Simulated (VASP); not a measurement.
Set up this calculation in VASP 6.6.1, as the native input.

| Item | Value |
| --- | --- |
| Task | relaxation of cell and atoms |
| Functional | PBE |
| Potentials or basis | VASP PAW PBE potentials, release 64 (Sr_sv, Ta_pv, O) |
| Cutoff | 600 eV |
| k mesh | 6 × 6 × 6 |
| Occupations | gaussian, width 0.1 eV |
| Spin | no spin polarisation |
| Dipole correction | no |
| Further INCAR settings | ALGO = Normal; EDIFF = 1e-07; IBRION = 2; EDIFFG = -0.01; NSW = 100; ISIF = 3 |

The structure of Sr3Ta2O lies in POSCAR:

```
Sr3Ta2O
1.0
    7.2327624199      0.0000000000      0.0000000000
   -3.6163812100      6.2637559952      0.0000000000
    0.0000000000      0.0000000000      6.2485019651
Sr Ta O
3 2 1
Direct
    0.5000000000      0.0000000000      0.0000000000
    0.0000000000      0.5000000000      0.0000000000
    0.5000000000      0.5000000000      0.0000000000
    0.0000000000      0.0000000000      0.8046175417
    0.0000000000      0.0000000000      0.1953824583
    0.0000000000      0.0000000000      0.5000000000
```

The cell was generated, and may not be a known phase.

These files were run (other wordings do the same):

INCAR

```
SYSTEM = Sr3Ta2O
PREC = Accurate
ENCUT = 600
EDIFF = 1E-7
ISMEAR = 0
SIGMA = 0.1
LREAL = .FALSE.
LASPH = .TRUE.
NELM = 80
ALGO = Normal
ISIF = 3
LWAVE = .FALSE.
LCHARG = .FALSE.
GGA = PE
IBRION = 2
NSW = 100
EDIFFG = -0.01
```

KPOINTS

```
regular mesh
0
G
  6 6 6
  0 0 0
```

Potentials or basis: VASP PAW PBE potentials, release 64 (Sr_sv, Ta_pv, O).

The run is started by

```console
$ cat potpaw_PBE.64/Sr_sv/POTCAR potpaw_PBE.64/Ta_pv/POTCAR potpaw_PBE.64/O/POTCAR > POTCAR
$ mpirun -np 1 vasp_std > vasp.out
```

Results of the run:

| Item | Value |
| --- | --- |
| Relaxed volume | 46.54 Å³/atom |
| Relaxed cell | a = 7.200 Å, b = 7.200 Å, c = 6.221 Å, α = 90.00°, β = 90.00°, γ = 120.00° |
| Space group after relaxing (to 0.1 Å) | P6/mmm (No. 191) |
| Energy gained by relaxing | 0.7 meV/atom |
| Ionic steps | 6 |
| Pressure after relaxing | 0.0 GPa |
| Largest force after relaxing | 0.006 eV/Å |
| Band gap on the k mesh | zero (bands 29 and 30 overlap by 0.18 eV) |

Caveat: spin-orbit coupling is left out, which moves the levels of the heavy elements.

Run time: 34 min on 1 thread of Intel(R) Xeon(R) Platinum 8375C CPU @ 2.90GHz (Ice Lake), with other jobs on the host, peak memory 0.66 GiB.
